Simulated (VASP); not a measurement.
# Sn2Se (P6/mmm) in VASP: density of states with PBE

Aim: the density of states of Sn2Se with PBE.

Program: VASP 6.6.1. These are calculated values, not measurements. Logs are shortened: lines on timing, memory, paths and dates and some standing lists are left out, and cuts for length are marked.

## 1. The cell of the first run

The structure is hexagonal, space group P6/mmm (No. 191). The conventional cell has a = 3.248 Å, b = 3.248 Å, c = 8.878 Å, α = 90.00°, β = 90.00°, γ = 120.00°. Sn (site symmetry 6mm) has 1 Se at 2.82 Å and 7 Sn at 3.23 to 3.25 Å within 3.7 Å. Se (site symmetry 6/mmm) has 2 Sn at 2.82 Å and 6 Se at 3.25 Å within 3.7 Å.

## 2. Density of states, PBE

The input, POSCAR:

```
Sn2Se
1.0
    3.2484090034      0.0000000000      0.0000000000
   -1.6242045017      2.8132047189      0.0000000000
    0.0000000000      0.0000000000      8.8782681558
Sn Se
2 1
Direct
    0.0000000000      0.0000000000      0.8179127401
    0.0000000000      0.0000000000      0.1820872599
    0.0000000000      0.0000000000      0.5000000000
```

The input, INCAR.step1:

```
SYSTEM = Sn2Se
PREC = Accurate
ENCUT = 520
EDIFF = 1E-6
ISMEAR = 0
SIGMA = 0.1
LREAL = .False.
LASPH = .True.
NELM = 80
ALGO = Normal
ISIF = 2
LWAVE = .False.
LCHARG = .True.
GGA = PE
NBANDS = 24
```

The input, KPOINTS.step1:

```
regular mesh
0
Gamma
  18 18 6
  0 0 0
```

The input, INCAR.step2:

```
SYSTEM = Sn2Se
PREC = Accurate
ENCUT = 520
EDIFF = 1E-6
ISMEAR = -5
SIGMA = 0.1
LREAL = .False.
LASPH = .True.
NELM = 80
ALGO = Normal
ISIF = 2
LWAVE = .False.
LCHARG = .False.
GGA = PE
LORBIT = 10
NBANDS = 24
NEDOS = 2001
ICHARG = 11
```

The input, KPOINTS.step2:

```
regular mesh
0
Gamma
  27 27 9
  0 0 0
```

Potentials or basis: VASP PAW PBE potentials, release 64 (Sn_d, Se).

The run is started by

```sh
$ cat potpaw_PBE.64/Sn_d/POTCAR potpaw_PBE.64/Se/POTCAR > POTCAR
$ cp INCAR.step1 INCAR
$ cp KPOINTS.step1 KPOINTS
$ mpirun -np 1 vasp_std > vasp.out
$ cp INCAR.step2 INCAR
$ cp KPOINTS.step2 KPOINTS
$ mpirun -np 1 vasp_std > vasp.out
```

OUTCAR:

```text
SYSTEM = Sn2Se
   PREC = Accurate
   ENCUT = 520
   EDIFF = 1E-6
   ISMEAR = -5
   LREAL = .False.
   LASPH = .True.
   NELM = 80
   ISIF = 2
   GGA = PE
   LORBIT = 10
   ICHARG = 11

 ion  position               nearest neighbor table
   1  0.000  0.000  0.818-   3 2.82   2 3.23
   2  0.000  0.000  0.182-   3 2.82   1 3.23
   3  0.000  0.000  0.500-   1 2.82   2 2.82

  LATTYP: Found a hexagonal cell.
 ALAT       =     3.2484090034
 C/A-ratio  =     2.7331127781

  Lattice vectors:

 A1 = (   3.2484090034,   0.0000000000,   0.0000000000)
 A2 = (  -1.6242045017,   2.8132047189,   0.0000000000)
 A3 = (   0.0000000000,   0.0000000000,   8.8782681558)

Analysis of symmetry for initial positions (statically):
=====================================================================
 Subroutine PRICEL returns:
 Original cell was already a primitive cell.

 Routine SETGRP: Setting up the symmetry group for a
 hexagonal supercell.

 Subroutine GETGRP returns: Found 24 space group operations
 (whereof 24 operations were pure point group operations)
 out of a pool of 24 trial point group operations.

The static configuration has the point symmetry D_6h.

Analysis of symmetry for dynamics (positions and initial velocities):
=====================================================================
 Subroutine PRICEL returns:
 Original cell was already a primitive cell.

 Routine SETGRP: Setting up the symmetry group for a
 hexagonal supercell.

 Subroutine GETGRP returns: Found 24 space group operations
 (whereof 24 operations were pure point group operations)
 out of a pool of 24 trial point group operations.

The dynamic configuration has the point symmetry D_6h.

 Subroutine INISYM returns: Found 24 space group operations
 (whereof 24 operations are pure point group operations),
 and found     1 'primitive' translations

----------------------------------------------------------------------------------------

                                     Primitive cell

  volume of cell :      81.1335

  direct lattice vectors                    reciprocal lattice vectors
     3.248409003  0.000000000  0.000000000     0.307843008  0.177733244  0.000000000
    -1.624204502  2.813204719  0.000000000     0.000000000  0.355466487  0.000000000
     0.000000000  0.000000000  8.878268156     0.000000000  0.000000000  0.112634579

  length of vectors
     3.248409003  3.248409003  8.878268156     0.355466487  0.355466487  0.112634579

  position of ions in fractional coordinates (direct lattice)
     0.000000000  0.000000000  0.817912740
     0.000000000  0.000000000  0.182087260
     0.000000000  0.000000000  0.500000000

  ion indices of the primitive-cell ions
   primitive index   ion index
                 1           1
                 2           2
                 3           3

----------------------------------------------------------------------------------------

 KPOINTS: regular mesh

Automatic generation of k-mesh.
 Grid dimensions read from file:
 generate k-points for:   27   27    9

 Generating k-lattice:

  Cartesian coordinates                     Fractional coordinates (reciprocal lattice)
     0.011401593  0.006582713  0.000000000     0.037037037  0.000000000  0.000000000
     0.000000000  0.013165425  0.000000000     0.000000000  0.037037037  0.000000000
     0.000000000  0.000000000  0.012514953     0.000000000  0.000000000  0.111111111

  Length of vectors
     0.013165425  0.013165425  0.012514953

  Shift w.r.t. Gamma in fractional coordinates (k-lattice)
     0.000000000  0.000000000  0.000000000

 TETIRR: Found   6288 inequivalent tetrahedra from    39366

 Subroutine IBZKPT returns following result:
 ===========================================

 Found    375 irreducible k-points:

 Following reciprocal coordinates:
            Coordinates               Weight
  0.000000  0.000000  0.000000      1.000000
  0.037037  0.000000  0.000000      6.000000
  0.074074  0.000000  0.000000      6.000000
  0.111111  0.000000  0.000000      6.000000
  0.148148 -0.000000  0.000000      6.000000
  0.185185 -0.000000  0.000000      6.000000
[... 16 lines left out ...]
  0.333333  0.037037  0.000000     12.000000
  0.370370  0.037037  0.000000     12.000000
 [... further k-points ...]
   k-points           NKPTS =    375   k-points in BZ     NKDIM =    375   number of bands    NBANDS=     24
   number of dos      NEDOS =   2001   number of ions     NIONS =      3
   total plane-waves  NPLWV =  40320
   dimension x,y,z NGX =    24 NGY =   24 NGZ =   70
   dimension x,y,z NGXF=    48 NGYF=   48 NGZF=  140
   ions per type =               2   1
   NGX,Y,Z   is equivalent  to a cutoff of  12.28, 12.28, 13.11 a.u.
   NGXF,Y,Z  is equivalent  to a cutoff of  24.57, 24.57, 26.22 a.u.
 SYSTEM =  Sn2Se
   PREC   = accura    normal or accurate (medium, high low for compatibility)
   ISTART =      0    job   : 0-new  1-cont  2-samecut
   ICHARG =     11    charge: 1-file 2-atom 10-const
   ISPIN  =      1    spin polarized calculation?
   LNONCOLLINEAR =      F non collinear calculations
   LSORBIT =      F    spin-orbit coupling
   LASPH  =      T    aspherical Exc in radial PAW
   ENCUT  =  520.0 eV  38.22 Ry    6.18 a.u.   6.04  6.04 16.51*2*pi/ulx,y,z
   NELM   =     80;   NELMIN=  2; NELMDL=  0     # of ELM steps
   EDIFF  = 0.1E-05   stopping-criterion for ELM
   LREAL  =      F    real-space projection
   EDIFFG = 0.1E-04   stopping-criterion for IOM
   NSW    =      0    number of steps for IOM
   IBRION =     -1    ionic relax: 0-MD 1-quasi-New 2-CG
   NFREE  =      0    steps in history (QN), initial steepest desc. (CG)
   ISIF   =      2    stress and relaxation
   ISYM   =      2    0-nonsym 1-usesym 2-fastsym
   POTIM  = 0.5000    time-step for ionic-motion
   TEBEG  =    0.0;   TEEND  =   0.0 temperature during run
   PSTRESS=    0.0 pullay stress
   NELECT =      34.0000    total number of electrons
   NUPDOWN=      -1.0000    fix difference up-down
   EMIN   =  10.00;   EMAX   =-10.00  energy-range for DOS
   EFERMI =   0.00;   METHOD = LEGACY
   ISMEAR =    -5;   SIGMA  =   0.10  broadening in eV -4-tet -1-fermi 0-gaus
   EFERMI_NEDOS =   21; number of points for ismear=-14 and -15
   IALGO  =     38    algorithm
   IMIX   =      4    mixing-type and parameters
     AMIX     =   0.40;   BMIX     =  1.00
     AMIX_MAG =   1.60;   BMIX_MAG =  1.00
  volume/ion in A,a.u.               =      27.04       182.51
  Fermi-wavevector in a.u.,A,eV,Ry     =   1.225089  2.315083 20.420215  1.500843
  Thomas-Fermi vector in A             =   2.360140
   LORBIT       =     10    0 simple, 1 ext, 2 COOP (PROOUT), +10 PAW based schemes
   GGA     = PE    functional components
   LHFCALC =     F    Hartree Fock is set to
   AEXX    =    0.0000 exact exchange contribution
   IVDW    =     0    specifies the selected vdW correction
   LEPSILON=     F    determine dielectric tensor
   LRPA    =     F    only Hartree local field effects (RPA)
 non-spin polarized calculation
 Fermi weights with tetrahedron method with Bloechl corrections
  energy-cutoff  :      520.00
  volume of cell :       81.13
 maximum number of plane-waves:      2226

 number of electron      33.9999981 magnetization

 Free energy of the ion-electron system (eV)
  ---------------------------------------------------
  ext. energy  EPLUGINS =         0.00000000
  ---------------------------------------------------
  free energy    TOTEN  =       -10.87576000 eV

  energy without entropy =      -10.87576000  energy(sigma->0) =      -10.87576000

 E-fermi :   6.3173     XC(G=0):  -9.9473

 val. band max:        6.3467930853   @ k =   0.2593   0.2222   0.0000
 cond. band min:       6.2765758690   @ k =   0.2963   0.2963   0.2222
 fundamental gap:     -0.0702172163
 Fermi energy:         6.3173048180

 k-point     1 :       0.0000    0.0000    0.0000
  band No.  band energies     occupation
      1     -15.3024      2.00000
      2     -15.2038      2.00000
      3     -15.2025      2.00000
      4     -15.2025      2.00000
      5     -15.1986      2.00000
      6     -15.1986      2.00000
[... 16 lines left out ...]
     23      14.7677      0.00000
     24      15.1694      0.00000

 k-point     2 :       0.0370    0.0000    0.0000
  band No.  band energies     occupation
      1     -15.3009      2.00000
      2     -15.2029      2.00000
      3     -15.2025      2.00000
      4     -15.1999      2.00000
      5     -15.1986      2.00000
      6     -15.1961      2.00000
[... 16 lines left out ...]
     23      14.6686      0.00000
     24      15.2333      0.00000

 k-point     3 :       0.0741    0.0000    0.0000
  band No.  band energies     occupation
      1     -15.2966      2.00000
      2     -15.2040      2.00000
      3     -15.2036      2.00000
      4     -15.1938      2.00000
      5     -15.1924      2.00000
      6     -15.1886      2.00000
[... 16 lines left out ...]
     23      14.8595      0.00000
     24      15.3287      0.00000

 k-point     4 :       0.1111    0.0000    0.0000
  band No.  band energies     occupation
      1     -15.2903      2.00000
      2     -15.2079      2.00000
      3     -15.2052      2.00000
      4     -15.1837      2.00000
      5     -15.1802      2.00000
      6     -15.1765      2.00000
[... 16 lines left out ...]
     23      15.1068      0.00000
     24      15.4141      0.00000

 k-point     5 :       0.1481   -0.0000    0.0000
  band No.  band energies     occupation
      1     -15.2833      2.00000
      2     -15.2137      2.00000
      3     -15.2054      2.00000
      4     -15.1701      2.00000
      5     -15.1640      2.00000
      6     -15.1605      2.00000
[... 451 lines left out ...]
 k-point    22 :       0.2963    0.0370    0.0000
  band No.  band energies     occupation
      1     -15.2785      2.00000
      2     -15.2462      2.00000
      3     -15.1767      2.00000
      4     -15.1705      2.00000
      5     -15.1385      2.00000
      6     -15.1216      2.00000
[... 16 lines left out ...]
     23      13.5273      0.00000
     24      13.7967      0.00000

 k-point    23 :       0.3333    0.0370    0.0000
  band No.  band energies     occupation
      1     -15.2831      2.00000
      2     -15.2532      2.00000
      3     -15.1869      2.00000
      4     -15.1581      2.00000
      5     -15.1474      2.00000
      6     -15.1240      2.00000
[... 16 lines left out ...]
     23      12.9624      0.00000
     24      13.3824      0.00000

 k-point    24 :       0.3704    0.0370    0.0000
  band No.  band energies     occupation
      1     -15.2874      2.00000
      2     -15.2591      2.00000
      3     -15.1953      2.00000
      4     -15.1548      2.00000
      5     -15.1471      2.00000
      6     -15.1261      2.00000
[... 16 lines left out ...]
     23      12.3135      0.00000
     24      13.1742      0.00000

 [... further k-points ...]
[... 5 lines left out ...]
  --------------------------------------------------------------------------------------
  -------------------------------------------------------------------------------------
  Total       -0.0766258     -0.0766258      0.1293256      0.0000000      0.0000000      0.0000000
  in kB       -1.5131619     -1.5131619      2.5538463      0.0000000      0.0000000      0.0000000
  external PRESSURE =      -0.1574925 kB  Pullay stress =       0.0000000 kB

 VOLUME and BASIS-vectors are now :
 -----------------------------------------------------------------------------
  energy-cutoff  :      520.00
  volume of cell :       81.13
      direct lattice vectors                 reciprocal lattice vectors
     3.248409003  0.000000000  0.000000000     0.307843008  0.177733244  0.000000000
    -1.624204502  2.813204719  0.000000000     0.000000000  0.355466487  0.000000000
     0.000000000  0.000000000  8.878268156     0.000000000  0.000000000  0.112634579

 POSITION                                       TOTAL-FORCE (eV/Angst)
 -----------------------------------------------------------------------------------
      0.00000      0.00000      7.26165        -0.000000      0.000000      0.034859
      0.00000      0.00000      1.61662         0.000000     -0.000000     -0.034859
      0.00000      0.00000      4.43913         0.000000      0.000000      0.000000
 -----------------------------------------------------------------------------------
    total drift:                                0.000000      0.000000      0.000000

  FREE ENERGIE OF THE ION-ELECTRON SYSTEM (eV)
  ---------------------------------------------------
  free  energy   TOTEN  =       -10.8757600013 eV

  energy  without entropy=      -10.8757600013  energy(sigma->0) =      -10.87576000

 total charge

# of ion       s       p       d       tot
------------------------------------------
    1        1.276   0.911   9.975  12.163
    2        1.276   0.911   9.975  12.163
    3        1.511   2.130   0.030   3.672
--------------------------------------------------
tot          4.064   3.953  19.981  27.998
```

Wall time 11 min (1 thread of Intel Xeon 8259CL, shared host); peak memory 0.7 GiB.

Results:

```yaml
Valence_electrons_inside_the_program's_atomic_spheres: Sn 12.16; Se 3.67
```

Caveat: spin-orbit coupling is left out, which moves the levels of the heavy elements; tetrahedron occupations give inexact forces and stress in metals.
